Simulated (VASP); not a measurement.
GaSb: single point with PBEsol

Crystal: GaSb.

```
Sb Ga
1.0
     0.00000    2.91706    2.91706
     2.91706    0.00000    2.91706
     2.91706    2.91706    0.00000
Sb Ga
1 1
Direct
  0.75000 0.75000 0.75000
  0.00000 0.00000 0.00000
```

| Item | Value |
| --- | --- |
| Program | VASP 6.6.1 |
| Task | single point |
| Functional | PBEsol |
| Potentials or basis | VASP PAW PBE potentials, release 64 (Sb, Ga_d) |
| Cutoff | 520 eV |
| k mesh | 8 × 8 × 8 |
| Occupations | fermi-dirac, width 0.05 eV |
| Spin | no spin polarisation |

```json
{
 "Pressure": "10.1 GPa",
 "Band gap on the k mesh": "0.58 eV, indirect (least direct gap 1.06 eV)"
}
```

Levels at points of the mesh, in eV from the valence-band top:
```
           k point  band 5  band 6  band 7  band 8  band 9  band 10  band 11  band 12  band 13  band 14
(0.00, 0.00, 0.00)  -15.28  -12.60    0.00    0.00    0.00     1.06     2.69     2.69     2.69     5.74
(0.50, 0.00, 0.00)  -15.28  -10.57   -7.20   -1.41   -1.41     0.67     3.69     3.69     6.17    10.09
(0.50, 0.50, 0.00)  -15.27   -9.51   -7.56   -3.14   -3.14     0.63     0.85     9.62     9.62    11.27
```

Wall time 25 s on 1 thread of AMD EPYC 7R13, on a shared host, peak memory 0.15 GiB.

Caveat: the PAW data sets were made with another functional, which shifts forces and pressure a little; spin-orbit coupling is left out, which moves the levels of the heavy elements. A hybrid or GW would open this gap; PBEsol tends to underestimate it.
